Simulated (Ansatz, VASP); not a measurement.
**Two plane-wave programs on W**

File INCAR:

```
ALGO = Normal
EDIFF = 1E-7
ENCUT = 520
GGA = CA
ISIF = 2
ISMEAR = -1
LASPH = T
LCHARG = F
LREAL = F
LWAVE = F
NBANDS = 43
NELM = 80
PREC = Accurate
SIGMA = 0.1
```

The input KPOINTS:

```
k-points
0
Gamma
  12 12 1
```

Contents of POSCAR:

```
W
1.0
    3.1348743764      0.0000000000      0.0000000000
    0.0000000000      3.1348743764      0.0000000000
    0.0000000000      0.0000000000     22.2697000000
W
5
Direct
    0.0000000000      0.0000000000      0.3657575937
    0.5000000000      0.5000000000      0.4285877335
    0.0000000000      0.0000000000      0.4999999990
    0.5000000000      0.5000000000      0.5714122665
    0.0000000000      0.0000000000      0.6342424072
```

Input for Ansatz:

```yaml
crystal:
  lattice:
    - [3.1348743764, 0.0, 0.0]
    - [0.0, 3.1348743764, 0.0]
    - [0.0, 0.0, 22.2697]
  atoms:
    - { symbol: W, position: [0.0, 0.0, 0.3657575937] }
    - { symbol: W, position: [0.5, 0.5, 0.4285877335] }
    - { symbol: W, position: [0.0, 0.0, 0.499999999] }
    - { symbol: W, position: [0.5, 0.5, 0.5714122665] }
    - { symbol: W, position: [0.0, 0.0, 0.6342424072] }
kpoints:
  mp_grid: { grid: [12, 12, 1] }
scf:
  occupations: { method: fermi_dirac, width: 0.1 }
hamiltonian:
  xc: lda
  pseudopotentials: { kind: paw }
output:
  forces: true
  stress: true
  eigenvalues: true
  core_levels: { shells: { W: ["4f"] }, counted_from: fermi_level, add_spin: false }
```

Alike in both runs: task single point; functional LDA; k mesh 12 × 12 × 1; occupations fermi-dirac, width 0.1 eV; no spin polarisation.

|  | VASP | Ansatz |
| --- | --- | --- |
| version | VASP 6.6.1 | Ansatz 0.2.0 |
| potentials or method | VASP PAW LDA potentials, release 64 (W_sv) | PAW with Ansatz's default frozen-core files, scalar-relativistic |
| plane-wave cutoff (eV) | 520 | 420 |
| valence electrons in the cell | 70 | 70 |

```tsv
	VASP	Ansatz	Ansatz less VASP
rms of the force components (eV/Å)	0.052	0.000	-0.0521
```

LDA's correlation is that of Perdew and Zunger in VASP and of Perdew and Wang (1992) in Ansatz. Atom by atom the forces differ by 0.052 eV/Å (rms over components).

Spin-orbit coupling is off throughout.
